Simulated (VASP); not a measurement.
# CaZrGe (P4/mmm) in VASP: single point with PBE

Aim: the single point of CaZrGe with PBE.

All numbers are computed with VASP 6.6.1; they aren't measurements. Logs are shortened: lines on timing, memory, paths and dates and some standing lists are left out, and cuts for length are marked.

## 1. The cell of the first run

The structure is tetragonal, space group P4/mmm (No. 123). The conventional cell has a = 4.559 Å, b = 4.559 Å, c = 5.152 Å, α = 90.00°, β = 90.00°, γ = 90.00°. Ca (site symmetry 4/mmm) has 4 Zr at 3.22 Å and 8 Ge at 4.13 Å within 4.2 Å. Within 3.4 Å of Zr (site symmetry 4/mmm) lie 2 Ge at 2.58 Å and 4 Ca at 3.22 Å. Within 3.4 Å of Ge (site symmetry 4/mmm) lie 2 Zr at 2.58 Å.

The cell was built from a structure type or drawn by symmetry, and may not be a known phase.

## 2. Single point, PBE, collinear spin

File INCAR:

```
PREC = Accurate ; ENCUT = 520
EDIFF = 1E-6 ; ISMEAR = 0
SIGMA = 0.1 ; LREAL = F
LASPH = T ; NELM = 150
ALGO = Fast ; ISIF = 2
LWAVE = F ; LCHARG = F
ISPIN = 2 ; MAGMOM = 0 1 0
LORBIT = 11 ; LMAXMIX = 4
GGA = PE ; NBANDS = 29
```

File KPOINTS:

```
regular mesh
0
Gamma
  4 4 4
```

File POSCAR:

```
CaZrGe
1.0
    4.5587946965      0.0000000000      0.0000000000
    0.0000000000      4.5587946965      0.0000000000
    0.0000000000      0.0000000000      5.1519561924
Ca Zr Ge
1 1 1
Direct
    0.5000000000      0.5000000000      0.0000000000
    0.0000000000      0.0000000000      0.0000000000
    0.0000000000      0.0000000000      0.5000000000
```

Potentials or basis: VASP PAW PBE potentials, release 64 (Ca_sv, Zr_sv, Ge_d).

On the command line:

```bash
> cat potpaw_PBE.64/Ca_sv/POTCAR potpaw_PBE.64/Zr_sv/POTCAR potpaw_PBE.64/Ge_d/POTCAR > POTCAR
> mpirun -np 1 vasp_std > vasp.out
```

OUTCAR:

```text
PREC = Accurate
   ENCUT = 520
   EDIFF = 1E-6
   ISMEAR = 0
   LREAL = F
   LASPH = T
   NELM = 150
   ISIF = 2
   ISPIN = 2
   LORBIT = 11
   GGA = PE

 ion  position               nearest neighbor table
   1  0.500  0.500  0.000-   2 3.22   2 3.22   2 3.22   2 3.22
   2  0.000  0.000  0.000-   3 2.58   3 2.58   1 3.22   1 3.22   1 3.22   1 3.22
   3  0.000  0.000  0.500-   2 2.58   2 2.58

  LATTYP: Found a simple tetragonal cell.
 ALAT       =     4.5587946965
 C/A-ratio  =     1.1301136672

  Lattice vectors:

 A1 = (   4.5587946965,   0.0000000000,   0.0000000000)
 A2 = (   0.0000000000,   4.5587946965,   0.0000000000)
 A3 = (   0.0000000000,   0.0000000000,   5.1519561924)

Analysis of symmetry for initial positions (statically):
=====================================================================
 Subroutine PRICEL returns:
 Original cell was already a primitive cell.

 Routine SETGRP: Setting up the symmetry group for a
 simple tetragonal supercell.

 Subroutine GETGRP returns: Found 16 space group operations
 (whereof 16 operations were pure point group operations)
 out of a pool of 16 trial point group operations.

The static configuration has the point symmetry D_4h.

Analysis of symmetry for dynamics (positions and initial velocities):
=====================================================================
 Subroutine PRICEL returns:
 Original cell was already a primitive cell.

 Routine SETGRP: Setting up the symmetry group for a
 simple tetragonal supercell.

 Subroutine GETGRP returns: Found 16 space group operations
 (whereof 16 operations were pure point group operations)
 out of a pool of 16 trial point group operations.

The dynamic configuration has the point symmetry D_4h.

Analysis of structural, dynamic, and magnetic symmetry:
=====================================================================
 Subroutine PRICEL returns:
 Original cell was already a primitive cell.

 Routine SETGRP: Setting up the symmetry group for a
 simple tetragonal supercell.

 Subroutine GETGRP returns: Found 16 space group operations
 (whereof 16 operations were pure point group operations)
 out of a pool of 16 trial point group operations.

The overall configuration has the point symmetry D_4h.

 Subroutine INISYM returns: Found 16 space group operations
 (whereof 16 operations are pure point group operations),
 and found     1 'primitive' translations

----------------------------------------------------------------------------------------

                                     Primitive cell

  volume of cell :     107.0711

  direct lattice vectors                    reciprocal lattice vectors
     4.558794696  0.000000000  0.000000000     0.219356226  0.000000000  0.000000000
     0.000000000  4.558794696  0.000000000     0.000000000  0.219356226  0.000000000
     0.000000000  0.000000000  5.151956192     0.000000000  0.000000000  0.194101029

  length of vectors
     4.558794696  4.558794696  5.151956192     0.219356226  0.219356226  0.194101029

  position of ions in fractional coordinates (direct lattice)
     0.500000000  0.500000000  0.000000000
     0.000000000  0.000000000  0.000000000
     0.000000000  0.000000000  0.500000000

  ion indices of the primitive-cell ions
   primitive index   ion index
                 1           1
                 2           2
                 3           3

----------------------------------------------------------------------------------------

 KPOINTS: regular mesh

Automatic generation of k-mesh.
 Grid dimensions read from file:
 generate k-points for:    4    4    4

 Generating k-lattice:

  Cartesian coordinates                     Fractional coordinates (reciprocal lattice)
     0.054839057  0.000000000  0.000000000     0.250000000  0.000000000  0.000000000
     0.000000000  0.054839057  0.000000000     0.000000000  0.250000000  0.000000000
     0.000000000  0.000000000  0.048525257     0.000000000  0.000000000  0.250000000

  Length of vectors
     0.054839057  0.054839057  0.048525257

  Shift w.r.t. Gamma in fractional coordinates (k-lattice)
     0.000000000  0.000000000  0.000000000

 Subroutine IBZKPT returns following result:
 ===========================================

 Found     18 irreducible k-points:

 Following reciprocal coordinates:
            Coordinates               Weight
  0.000000  0.000000  0.000000      1.000000
  0.250000  0.000000  0.000000      4.000000
  0.500000  0.000000  0.000000      2.000000
  0.250000  0.250000  0.000000      4.000000
  0.500000  0.250000  0.000000      4.000000
  0.500000  0.500000  0.000000      1.000000
[... 10 lines left out ...]
  0.500000  0.250000  0.500000      4.000000
  0.500000  0.500000  0.500000      1.000000
   k-points           NKPTS =     18   k-points in BZ     NKDIM =     18   number of bands    NBANDS=     29
   number of dos      NEDOS =    301   number of ions     NIONS =      3
   total plane-waves  NPLWV =  51840
   dimension x,y,z NGX =    36 NGY =   36 NGZ =   40
   dimension x,y,z NGXF=    72 NGYF=   72 NGZF=   80
   ions per type =               1   1   1
   NGX,Y,Z   is equivalent  to a cutoff of  13.13, 13.13, 12.91 a.u.
   NGXF,Y,Z  is equivalent  to a cutoff of  26.26, 26.26, 25.81 a.u.
 SYSTEM =  unknown system
   PREC   = accura    normal or accurate (medium, high low for compatibility)
   ISTART =      0    job   : 0-new  1-cont  2-samecut
   ICHARG =      2    charge: 1-file 2-atom 10-const
   ISPIN  =      2    spin polarized calculation?
   LNONCOLLINEAR =      F non collinear calculations
   LSORBIT =      F    spin-orbit coupling
   LASPH  =      T    aspherical Exc in radial PAW
   ENCUT  =  520.0 eV  38.22 Ry    6.18 a.u.   8.48  8.48  9.58*2*pi/ulx,y,z
   NELM   =    150;   NELMIN=  2; NELMDL= -5     # of ELM steps
   EDIFF  = 0.1E-05   stopping-criterion for ELM
   LREAL  =      F    real-space projection
   EDIFFG = 0.1E-04   stopping-criterion for IOM
   NSW    =      0    number of steps for IOM
   IBRION =     -1    ionic relax: 0-MD 1-quasi-New 2-CG
   NFREE  =      0    steps in history (QN), initial steepest desc. (CG)
   ISIF   =      2    stress and relaxation
   ISYM   =      2    0-nonsym 1-usesym 2-fastsym
   POTIM  = 0.5000    time-step for ionic-motion
   TEBEG  =    0.0;   TEEND  =   0.0 temperature during run
   PSTRESS=    0.0 pullay stress
   NELECT =      36.0000    total number of electrons
   NUPDOWN=      -1.0000    fix difference up-down
   EMIN   =  10.00;   EMAX   =-10.00  energy-range for DOS
   EFERMI =   0.00;   METHOD = LEGACY
   ISMEAR =     0;   SIGMA  =   0.10  broadening in eV -4-tet -1-fermi 0-gaus
   EFERMI_NEDOS =   21; number of points for ismear=-14 and -15
   IALGO  =     68    algorithm
   IMIX   =      4    mixing-type and parameters
     AMIX     =   0.40;   BMIX     =  1.00
     AMIX_MAG =   1.60;   BMIX_MAG =  1.00
  volume/ion in A,a.u.               =      35.69       240.85
  Fermi-wavevector in a.u.,A,eV,Ry     =   1.138374  2.151215 17.631723  1.295895
  Thomas-Fermi vector in A             =   2.275078
   LORBIT       =     11    0 simple, 1 ext, 2 COOP (PROOUT), +10 PAW based schemes
   GGA     = PE    functional components
   LHFCALC =     F    Hartree Fock is set to
   AEXX    =    0.0000 exact exchange contribution
   IVDW    =     0    specifies the selected vdW correction
   LEPSILON=     F    determine dielectric tensor
   LRPA    =     F    only Hartree local field effects (RPA)
 spin polarized calculation
 RMM-DIIS sequential band-by-band and
 Gauss-broadening in eV      SIGMA  =   0.10
  energy-cutoff  :      520.00
  volume of cell :      107.07
 maximum number of plane-waves:      2894
 NGX is ok and might be reduce to    36
   NGX = 17   NGY = 17   NGZ = 19

 number of electron      35.9999992 magnetization       0.5186097

 Free energy of the ion-electron system (eV)
  ---------------------------------------------------
  ext. energy  EPLUGINS =         0.00000000
  ---------------------------------------------------
  free energy    TOTEN  =       -12.44759498 eV

  energy without entropy =      -12.42253155  energy(sigma->0) =      -12.43506327

 E-fermi :   2.6464     XC(G=0):  -8.3525

 val. band max:        2.6460380438   @ k =   0.5000   0.2500   0.5000
 cond. band min:       2.6525944729   @ k =   0.0000   0.0000   0.5000
 fundamental gap:      0.0065564291
 Fermi energy:         2.6463810329

 spin component 1

 k-point     1 :       0.0000    0.0000    0.0000
  band No.  band energies     occupation
      1     -46.2951      1.00000
      2     -38.8412      1.00000
      3     -24.4603      1.00000
      4     -24.4603      1.00000
      5     -24.2397      1.00000
      6     -21.1980      1.00000
[... 21 lines left out ...]
     28       8.4595      0.00000
     29       9.0852      0.00000

 k-point     2 :       0.2500    0.0000    0.0000
  band No.  band energies     occupation
      1     -46.2949      1.00000
      2     -38.8413      1.00000
      3     -24.4625      1.00000
      4     -24.4572      1.00000
      5     -24.2390      1.00000
      6     -21.1982      1.00000
[... 21 lines left out ...]
     28       6.9725      0.00000
     29       7.9458      0.00000

 k-point     3 :       0.5000    0.0000    0.0000
  band No.  band energies     occupation
      1     -46.2947      1.00000
      2     -38.8414      1.00000
      3     -24.4647      1.00000
      4     -24.4542      1.00000
      5     -24.2384      1.00000
      6     -21.1983      1.00000
[... 445 lines left out ...]
      4     -24.4668      1.00000
      5     -24.3042      1.00000
      6     -21.1984      1.00000
[... 21 lines left out ...]
     28       6.7782      0.00000
     29       7.5796      0.00000

 k-point    18 :       0.5000    0.5000    0.5000
  band No.  band energies     occupation
      1     -46.2937      1.00000
      2     -38.8405      1.00000
      3     -24.4771      1.00000
      4     -24.4771      1.00000
      5     -24.3037      1.00000
      6     -21.1985      1.00000
[... 21 lines left out ...]
     28       6.7271      0.00000
     29       6.7271      0.00000
 Fermi energy:         2.6463810329

 spin component 2

 k-point     1 :       0.0000    0.0000    0.0000
  band No.  band energies     occupation
      1     -46.1732      1.00000
      2     -38.8105      1.00000
      3     -24.3132      1.00000
      4     -24.3132      1.00000
      5     -24.1033      1.00000
      6     -21.1976      1.00000
[... 21 lines left out ...]
     28       8.5350      0.00000
     29       9.1802      0.00000

 k-point     2 :       0.2500    0.0000    0.0000
  band No.  band energies     occupation
      1     -46.1730      1.00000
      2     -38.8106      1.00000
      3     -24.3152      1.00000
      4     -24.3101      1.00000
      5     -24.1026      1.00000
      6     -21.1978      1.00000
[... 21 lines left out ...]
     28       7.0769      0.00000
     29       8.0824      0.00000

 k-point     3 :       0.5000    0.0000    0.0000
  band No.  band energies     occupation
      1     -46.1728      1.00000
      2     -38.8107      1.00000
      3     -24.3172      1.00000
      4     -24.3069      1.00000
      5     -24.1020      1.00000
      6     -21.1979      1.00000
[... 446 lines left out ...]
      5     -24.1700      1.00000
      6     -21.1980      1.00000
[... 21 lines left out ...]
     28       6.8552      0.00000
     29       7.5847      0.00000

 k-point    18 :       0.5000    0.5000    0.5000
  band No.  band energies     occupation
      1     -46.1719      1.00000
      2     -38.8099      1.00000
      3     -24.3298      1.00000
      4     -24.3298      1.00000
      5     -24.1695      1.00000
      6     -21.1981      1.00000
[... 21 lines left out ...]
     28       6.7776      0.00000
     29       6.7776      0.00000

------------------------ aborting loop because EDIFF is reached ----------------------------------------

  FORCE on cell =-STRESS in cart. coord.  units (eV):
  Direction    XX          YY          ZZ          XY          YZ          ZX
  --------------------------------------------------------------------------------------
  -------------------------------------------------------------------------------------
  Total       -0.1114764     -0.1114764      0.1674145      0.0000000     -0.0000000     -0.0000000
  in kB       -1.6680974     -1.6680974      2.5051370      0.0000000     -0.0000000     -0.0000000
  external PRESSURE =      -0.2770193 kB  Pullay stress =       0.0000000 kB

 VOLUME and BASIS-vectors are now :
 -----------------------------------------------------------------------------
  energy-cutoff  :      520.00
  volume of cell :      107.07
      direct lattice vectors                 reciprocal lattice vectors
     4.558794696  0.000000000  0.000000000     0.219356226  0.000000000  0.000000000
     0.000000000  4.558794696  0.000000000     0.000000000  0.219356226  0.000000000
     0.000000000  0.000000000  5.151956192     0.000000000  0.000000000  0.194101029

 POSITION                                       TOTAL-FORCE (eV/Angst)
 -----------------------------------------------------------------------------------
      2.27940      2.27940      0.00000         0.000000      0.000000      0.000000
      0.00000      0.00000      0.00000         0.000000      0.000000      0.000000
      0.00000      0.00000      2.57598         0.000000      0.000000      0.000000
 -----------------------------------------------------------------------------------
    total drift:                               -0.000000      0.000000      0.000000

  FREE ENERGIE OF THE ION-ELECTRON SYSTEM (eV)
  ---------------------------------------------------
  free  energy   TOTEN  =       -12.4475949783 eV

  energy  without entropy=      -12.4225315529  energy(sigma->0) =      -12.43506327

 total charge

# of ion       s       p       d       tot
------------------------------------------
    1        2.093   5.819   0.216   8.128
    2        2.209   5.933   1.730   9.873
    3        1.232   1.077   9.973  12.282
--------------------------------------------------
tot          5.534  12.829  11.919  30.282

 magnetization (x)

# of ion       s       p       d       tot
------------------------------------------
    1        0.001   0.005   0.029   0.036
    2        0.006   0.008   0.186   0.201
    3       -0.001   0.024   0.003   0.026
--------------------------------------------------
tot          0.007   0.038   0.218   0.262
```

Run time: 3 min. Hardware: 1 thread of Intel Xeon 6975P-C (Granite Rapids), shared host; peak memory 0.32 GiB.

Results:

| Item | Value |
| --- | --- |
| Free energy | -12.4476 eV |
| Pressure | 0.0 GPa |
| Net moment | 0.52 μB per cell |
| Site moments | Ca +0.04; Zr +0.20; Ge +0.03 μB |
| Valence electrons inside the program's atomic spheres | Ca 8.13; Zr 9.87; Ge 12.28 |
